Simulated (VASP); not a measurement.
# Nb (Im-3m) in VASP: a series of runs

The runs below take Nb through single point, relaxation of cell and atoms, with r2SCAN.

All numbers are computed with VASP 6.6.1; they aren't measurements. Logs are shortened: lines on timing, memory, paths and dates and some standing lists are left out, and cuts for length are marked.

## (1) The cell of the first run

It takes space group Im-3m (No. 229, cubic). Conventional cell: a = 3.309 Å, b = 3.309 Å, c = 3.309 Å, α = 90.00°, β = 90.00°, γ = 90.00°. Nb (site symmetry m-3m) has 14 Nb at 2.87 to 3.31 Å within 3.8 Å.

## (2) Single point, r2SCAN

Contents of POSCAR:

```
Nb
1.0
   -1.6546274595      1.6546274595      1.6546274595
    1.6546274595     -1.6546274595      1.6546274595
    1.6546274595      1.6546274595     -1.6546274595
Nb
1
Direct
    0.0000000000      0.0000000000      0.0000000000
```

Contents of INCAR.step1:

```
SYSTEM = Nb
ALGO     = Normal         ! electronic algorithm
EDIFF    = 1E-4           ! SCF threshold, eV
ENCUT    = 520            ! plane-wave cutoff, eV
GGA      = PE             ! functional
ISMEAR   = 1              ! smearing method
LASPH    = .True.         ! aspherical terms in the spheres
LCHARG   = .False.        ! write CHGCAR
LREAL    = .False.        ! projectors in reciprocal space
LWAVE    = .True.         ! write WAVECAR
NBANDS   = 12             ! bands
NELM     = 60             ! most SCF steps
PREC     = Accurate       ! precision mode
SIGMA    = 0.02           ! smearing width, eV
```

Contents of INCAR.step2:

```
SYSTEM = Nb
ALGO     = Normal         ! electronic algorithm
EDIFF    = 1E-6           ! SCF threshold, eV
ENCUT    = 520            ! plane-wave cutoff, eV
ISIF     = 2              ! what is computed and relaxed
ISMEAR   = 1              ! smearing method
ISTART   = 1            
LASPH    = .True.         ! aspherical terms in the spheres
LCHARG   = .False.        ! write CHGCAR
LMIXTAU  = .True.       
LREAL    = .False.        ! projectors in reciprocal space
LWAVE    = .False.        ! write WAVECAR
METAGGA  = R2SCAN         ! meta-GGA
NBANDS   = 12             ! bands
NELM     = 60             ! most SCF steps
PREC     = Accurate       ! precision mode
SIGMA    = 0.02           ! smearing width, eV
```

Contents of KPOINTS:

```
k-points
0
Gamma
  11 11 11
  0 0 0
```

Potentials or basis: VASP PAW PBE potentials, release 64 (Nb_sv).

Command:

```bash
$ cat potpaw_PBE.64/Nb_sv/POTCAR > POTCAR
$ cp INCAR.step1 INCAR
$ mpirun -np 1 vasp_std > vasp.out
$ cp INCAR.step2 INCAR
$ mpirun -np 1 vasp_std > vasp.out
```

OUTCAR:

```text
SYSTEM = Nb
   EDIFF = 1E-6
   ENCUT = 520
   ISIF = 2
   ISMEAR = 1
   ISTART = 1
   LASPH = .True.
   LREAL = .False.
   METAGGA = R2SCAN
   NELM = 60
   PREC = Accurate

 ion  position               nearest neighbor table
   1  0.000  0.000  0.000-

  LATTYP: Found a body centered cubic cell.
 ALAT       =     3.3092549190

  Lattice vectors:

 A1 = (  -1.6546274595,   1.6546274595,   1.6546274595)
 A2 = (   1.6546274595,  -1.6546274595,   1.6546274595)
 A3 = (   1.6546274595,   1.6546274595,  -1.6546274595)

Analysis of symmetry for initial positions (statically):
=====================================================================
 Subroutine PRICEL returns:
 Original cell was already a primitive cell.

 Routine SETGRP: Setting up the symmetry group for a
 body centered cubic supercell.

 Subroutine GETGRP returns: Found 48 space group operations
 (whereof 48 operations were pure point group operations)
 out of a pool of 48 trial point group operations.

The static configuration has the point symmetry O_h .

Analysis of symmetry for dynamics (positions and initial velocities):
=====================================================================
 Subroutine PRICEL returns:
 Original cell was already a primitive cell.

 Routine SETGRP: Setting up the symmetry group for a
 body centered cubic supercell.

 Subroutine GETGRP returns: Found 48 space group operations
 (whereof 48 operations were pure point group operations)
 out of a pool of 48 trial point group operations.

The dynamic configuration has the point symmetry O_h .

 Subroutine INISYM returns: Found 48 space group operations
 (whereof 48 operations are pure point group operations),
 and found     1 'primitive' translations

----------------------------------------------------------------------------------------

                                     Primitive cell

  volume of cell :      18.1201

  direct lattice vectors                    reciprocal lattice vectors
    -1.654627459  1.654627459  1.654627459     0.000000000  0.302182825  0.302182825
     1.654627459 -1.654627459  1.654627459     0.302182825  0.000000000  0.302182825
     1.654627459  1.654627459 -1.654627459     0.302182825  0.302182825  0.000000000

  length of vectors
     2.865898827  2.865898827  2.865898827     0.427351049  0.427351049  0.427351049

  position of ions in fractional coordinates (direct lattice)
     0.000000000  0.000000000  0.000000000

  ion indices of the primitive-cell ions
   primitive index   ion index
                 1           1

----------------------------------------------------------------------------------------

 KPOINTS: k-points

Automatic generation of k-mesh.
 Grid dimensions read from file:
 generate k-points for:   11   11   11

 Generating k-lattice:

  Cartesian coordinates                     Fractional coordinates (reciprocal lattice)
     0.000000000  0.027471166  0.027471166     0.090909091  0.000000000  0.000000000
     0.027471166  0.000000000  0.027471166     0.000000000  0.090909091  0.000000000
     0.027471166  0.027471166  0.000000000     0.000000000  0.000000000  0.090909091

  Length of vectors
     0.038850095  0.038850095  0.038850095

  Shift w.r.t. Gamma in fractional coordinates (k-lattice)
     0.000000000  0.000000000  0.000000000

 Subroutine IBZKPT returns following result:
 ===========================================

 Found     56 irreducible k-points:

 Following reciprocal coordinates:
            Coordinates               Weight
  0.000000  0.000000  0.000000      1.000000
  0.090909  0.000000  0.000000     12.000000
  0.181818  0.000000  0.000000     12.000000
  0.272727  0.000000  0.000000     12.000000
  0.363636  0.000000  0.000000     12.000000
  0.454545  0.000000  0.000000     12.000000
[... 16 lines left out ...]
  0.272727  0.181818  0.090909     48.000000
  0.363636  0.181818  0.090909     24.000000
 [... further k-points ...]
   k-points           NKPTS =     56   k-points in BZ     NKDIM =     56   number of bands    NBANDS=     12
   number of dos      NEDOS =    301   number of ions     NIONS =      1
   total plane-waves  NPLWV =  13824
   dimension x,y,z NGX =    24 NGY =   24 NGZ =   24
   dimension x,y,z NGXF=    48 NGYF=   48 NGZF=   48
   ions per type =               1
   NGX,Y,Z   is equivalent  to a cutoff of  13.92, 13.92, 13.92 a.u.
   NGXF,Y,Z  is equivalent  to a cutoff of  27.84, 27.84, 27.84 a.u.
 SYSTEM =  Nb
   PREC   = accura    normal or accurate (medium, high low for compatibility)
   ISTART =      1    job   : 0-new  1-cont  2-samecut
   ICHARG =      0    charge: 1-file 2-atom 10-const
   ISPIN  =      1    spin polarized calculation?
   LNONCOLLINEAR =      F non collinear calculations
   LSORBIT =      F    spin-orbit coupling
   LASPH  =      T    aspherical Exc in radial PAW
   ENCUT  =  520.0 eV  38.22 Ry    6.18 a.u.   5.33  5.33  5.33*2*pi/ulx,y,z
   NELM   =     60;   NELMIN=  2; NELMDL=  0     # of ELM steps
   EDIFF  = 0.1E-05   stopping-criterion for ELM
   LREAL  =      F    real-space projection
   EDIFFG = 0.1E-04   stopping-criterion for IOM
   NSW    =      0    number of steps for IOM
   IBRION =     -1    ionic relax: 0-MD 1-quasi-New 2-CG
   NFREE  =      0    steps in history (QN), initial steepest desc. (CG)
   ISIF   =      2    stress and relaxation
   ISYM   =      2    0-nonsym 1-usesym 2-fastsym
   POTIM  = 0.5000    time-step for ionic-motion
   TEBEG  =    0.0;   TEEND  =   0.0 temperature during run
   PSTRESS=    0.0 pullay stress
   NELECT =      13.0000    total number of electrons
   NUPDOWN=      -1.0000    fix difference up-down
   EMIN   =  10.00;   EMAX   =-10.00  energy-range for DOS
   EFERMI =   0.00;   METHOD = LEGACY
   ISMEAR =     1;   SIGMA  =   0.02  broadening in eV -4-tet -1-fermi 0-gaus
   EFERMI_NEDOS =   21; number of points for ismear=-14 and -15
   IALGO  =     38    algorithm
   IMIX   =      4    mixing-type and parameters
     AMIX     =   0.40;   BMIX     =  1.00
     AMIX_MAG =   1.60;   BMIX_MAG =  1.00
  volume/ion in A,a.u.               =      18.12       122.28
  Fermi-wavevector in a.u.,A,eV,Ry     =   1.465556  2.769499 29.223329  2.147854
  Thomas-Fermi vector in A             =   2.581399
   LORBIT       =      0    0 simple, 1 ext, 2 COOP (PROOUT), +10 PAW based schemes
   METAGGA = R2SCAN    functional components
   LHFCALC =     F    Hartree Fock is set to
   AEXX    =    0.0000 exact exchange contribution
   IVDW    =     0    specifies the selected vdW correction
   LEPSILON=     F    determine dielectric tensor
   LRPA    =     F    only Hartree local field effects (RPA)
 non-spin polarized calculation
 Methfessel and Paxton  Order N= 1 SIGMA  =   0.02
  energy-cutoff  :      520.00
  volume of cell :       18.12
 maximum number of plane-waves:       498
 NGX is ok and might be reduce to    24
   NGX = 11   NGY = 11   NGZ = 11

 number of electron      13.0000000 magnetization

 Free energy of the ion-electron system (eV)
  ---------------------------------------------------
  ext. energy  EPLUGINS =         0.00000000
  ---------------------------------------------------
  free energy    TOTEN  =       -24.83588608 eV

  energy without entropy =      -24.83568554  energy(sigma->0) =      -24.83581923

 E-fermi :  10.9943     XC(G=0): -13.5948

 val. band max:       10.9916874793   @ k =   0.0909   0.0909   0.0000
 cond. band min:      10.9954399429   @ k =  -0.3636   0.3636   0.1818
 fundamental gap:      0.0037524636
 Fermi energy:        10.9943171808

 k-point     1 :       0.0000    0.0000    0.0000
  band No.  band energies     occupation
      1     -45.1313      2.00000
      2     -19.6820      2.00000
      3     -19.6820      2.00000
      4     -19.6820      2.00000
      5       4.7708      2.00000
      6      11.4885      0.00000
      7      11.4885      0.00000
      8      11.4885      0.00000
      9      14.5913      0.00000
     10      14.5913      0.00000
     11      25.9102      0.00000
     12      25.9102      0.00000

 k-point     2 :       0.0909    0.0000    0.0000
  band No.  band energies     occupation
      1     -45.1110      2.00000
      2     -19.8033      2.00000
      3     -19.7185      2.00000
      4     -19.6830      2.00000
      5       5.1214      2.00000
      6      11.2716     -0.00000
      7      11.4231      0.00000
      8      11.8240      0.00000
      9      14.2824      0.00000
     10      14.5913      0.00000
     11      26.1822      0.00000
     12      26.5218      0.00000

 k-point     3 :       0.1818    0.0000    0.0000
  band No.  band energies     occupation
      1     -45.0559      2.00000
      2     -20.1206      2.00000
      3     -19.8151      2.00000
      4     -19.6858      2.00000
      5       6.0394      2.00000
      6      10.7437      2.00000
      7      11.1339     -0.00000
      8      12.7957      0.00000
      9      13.9448      0.00000
     10      14.6341      0.00000
     11      26.5084      0.00000
     12      27.8598      0.00000

 k-point     4 :       0.2727    0.0000    0.0000
  band No.  band energies     occupation
      1     -44.9830      2.00000
      2     -20.5196      2.00000
      3     -19.9393      2.00000
      4     -19.6896      2.00000
      5       7.0143      2.00000
      6      10.1417      2.00000
      7      10.9760      2.02877
      8      14.1039      0.00000
      9      14.2870      0.00000
     10      14.7896      0.00000
     11      25.7241      0.00000
     12      27.2802      0.00000

 k-point     5 :       0.3636    0.0000    0.0000
  band No.  band energies     occupation
      1     -44.9150      2.00000
      2     -20.8718      2.00000
      3     -20.0511      2.00000
      4     -19.6932      2.00000
      5       7.3072      2.00000
      6       9.6539      2.00000
      7      11.8071      0.00000
      8      14.4709      0.00000
      9      15.0540      0.00000
     10      16.0362      0.00000
     11      24.2919      0.00000
     12      25.3642      0.00000
[... 228 lines left out ...]
      1     -45.0911      2.00000
      2     -19.8464      2.00000
      3     -19.7555      2.00000
      4     -19.7555      2.00000
      5       5.4612      2.00000
      6      11.4257      0.00000
      7      11.4257      0.00000
      8      11.8032      0.00000
      9      13.5844      0.00000
     10      14.9392      0.00000
     11      26.8084      0.00000
     12      27.1004      0.00000

 k-point    22 :       0.1818    0.1818    0.0909
  band No.  band energies     occupation
      1     -44.9097      2.00000
      2     -20.7793      2.00000
      3     -20.0436      2.00000
      4     -19.8724      2.00000
      5       8.5675      2.00000
      6       9.6443      2.00000
      7       9.9009      2.00000
      8      14.5978      0.00000
      9      15.1228      0.00000
     10      17.6213      0.00000
     11      25.3351      0.00000
     12      26.1291      0.00000

 k-point    23 :       0.2727    0.1818    0.0909
  band No.  band energies     occupation
      1     -44.8697      2.00000
      2     -20.8484      2.00000
      3     -20.2312      2.00000
      4     -19.9080      2.00000
      5       8.6335      2.00000
      6       9.4630      2.00000
      7      10.7276      2.00000
      8      14.8446      0.00000
      9      15.3431      0.00000
     10      19.4845      0.00000
     11      23.2340      0.00000
     12      24.8466      0.00000

 k-point    24 :       0.3636    0.1818    0.0909
  band No.  band energies     occupation
      1     -44.8547      2.00000
      2     -20.8544      2.00000
      3     -20.3242      2.00000
      4     -19.9181      2.00000
      5       8.5384      2.00000
      6       9.4038      2.00000
      7      11.2955     -0.00000
      8      14.9766      0.00000
      9      15.4069      0.00000
     10      20.4002      0.00000
     11      22.1363      0.00000
     12      24.2596      0.00000

 [... further k-points ...]
[... 5 lines left out ...]
  --------------------------------------------------------------------------------------
  -------------------------------------------------------------------------------------
  Total       -0.0358752     -0.0358752     -0.0358752     -0.0000000      0.0000000     -0.0000000
  in kB       -3.1720787     -3.1720787     -3.1720787     -0.0000000      0.0000000     -0.0000000
  external PRESSURE =      -3.1720787 kB  Pullay stress =       0.0000000 kB

 VOLUME and BASIS-vectors are now :
 -----------------------------------------------------------------------------
  energy-cutoff  :      520.00
  volume of cell :       18.12
      direct lattice vectors                 reciprocal lattice vectors
    -1.654627459  1.654627459  1.654627459     0.000000000  0.302182825  0.302182825
     1.654627459 -1.654627459  1.654627459     0.302182825  0.000000000  0.302182825
     1.654627459  1.654627459 -1.654627459     0.302182825  0.302182825  0.000000000

 POSITION                                       TOTAL-FORCE (eV/Angst)
 -----------------------------------------------------------------------------------
      0.00000      0.00000      0.00000        -0.000000     -0.000000     -0.000000
 -----------------------------------------------------------------------------------
    total drift:                                0.000000      0.000000      0.000000

  FREE ENERGIE OF THE ION-ELECTRON SYSTEM (eV)
  ---------------------------------------------------
  free  energy   TOTEN  =       -24.8358860778 eV

  energy  without entropy=      -24.8356855432  energy(sigma->0) =      -24.83581923
```

Run time: 15 s. Hardware: 1 thread of Intel Xeon 6975P-C (Granite Rapids), shared host; peak memory 0.14 GiB.

What came out:

```yaml
Free_energy: -24.8359 eV
Pressure: -0.3 GPa
Band_gap_on_the_k_mesh: zero (an odd number of electrons rules out a gap without spin polarisation)
```

Caveat: the PAW data sets were made with another functional, which shifts forces and pressure a little.

## (3) Relaxation of cell and atoms, r2SCAN

This run uses another cell than the first one, of 18.43 Å³/atom.

Contents of POSCAR:

```
Nb
1.0
   -1.6639500000      1.6639500000      1.6639500000
    1.6639500000     -1.6639500000      1.6639500000
    1.6639500000      1.6639500000     -1.6639500000
Nb
1
Direct
    0.0000000000      0.0000000000      0.0000000000
```

Contents of INCAR.step1:

```
PREC = Accurate
ENCUT = 600
ISMEAR = 1
SIGMA = 0.02
LREAL = False
LASPH = True
NELM = 100
GGA = PE
ALGO = Normal
EDIFF = 1E-4
LWAVE = True
LCHARG = False
```

Contents of INCAR.step2:

```
PREC = Accurate
ENCUT = 600
EDIFF = 1E-6
ISMEAR = 1
SIGMA = 0.02
LREAL = False
LASPH = True
NELM = 100
ALGO = Normal
ISIF = 3
LWAVE = False
LCHARG = False
METAGGA = R2SCAN
LMIXTAU = True
IBRION = 2
NSW = 80
EDIFFG = -0.02
ISTART = 1
```

Contents of KPOINTS:

```
regular mesh
0
Gamma
  11 11 11
```

Potentials or basis: VASP PAW PBE potentials, release 64 (Nb_sv).

Command:

```bash
$ cat potpaw_PBE.64/Nb_sv/POTCAR > POTCAR
$ cp INCAR.step1 INCAR
$ mpirun -np 1 vasp_std > vasp.out
$ cp INCAR.step2 INCAR
$ mpirun -np 1 vasp_std > vasp.out
```

Wall time 45 s (1 thread of Intel Xeon 6975P-C (Granite Rapids), shared host); peak memory 0.15 GiB.

Results (log left out):

```yaml
Free_energy: -24.8346 eV
Relaxed_volume: 18.10 Å³/atom
Relaxed_cell: a = 2.865 Å, b = 2.865 Å, c = 2.865 Å, α = 109.47°, β = 109.47°, γ = 109.47°
Space_group_after_relaxing_to_0.1_Å: Im-3m (No. 229)
Energy_gained_by_relaxing: 3.5 meV/atom
Ionic_steps: 3
Pressure_after_relaxing: 0.0 GPa
Band_gap_on_the_k_mesh: zero (an odd number of electrons rules out a gap without spin polarisation)
```

Step by step:
```
step  energy change (eV)  largest force (eV/Å)  pressure (GPa)  volume (Å³)
   1              0.0000                0.0000           -3.31        18.43
   2              0.0116                0.0000            7.49        17.43
   3             -0.0035                0.0000           -0.01        18.10
```

Final structure:
```
Nb
1.0
    -1.65396    1.65396    1.65396
     1.65396   -1.65396    1.65396
     1.65396    1.65396   -1.65396
Nb
1
Cartesian
  0.0000 0.0000 0.0000
```

Levels at points of the mesh, in eV from the Fermi level:
| k point | band 4 | band 5 | band 6 | band 7 | band 8 | band 9 |
| --- | --- | --- | --- | --- | --- | --- |
| (0.00, 0.00, 0.00) | -30.67 | -6.23 | 0.49 | 0.49 | 0.49 | 3.60 |

Caveat: the PAW data sets were made with another functional, which shifts forces and pressure a little.
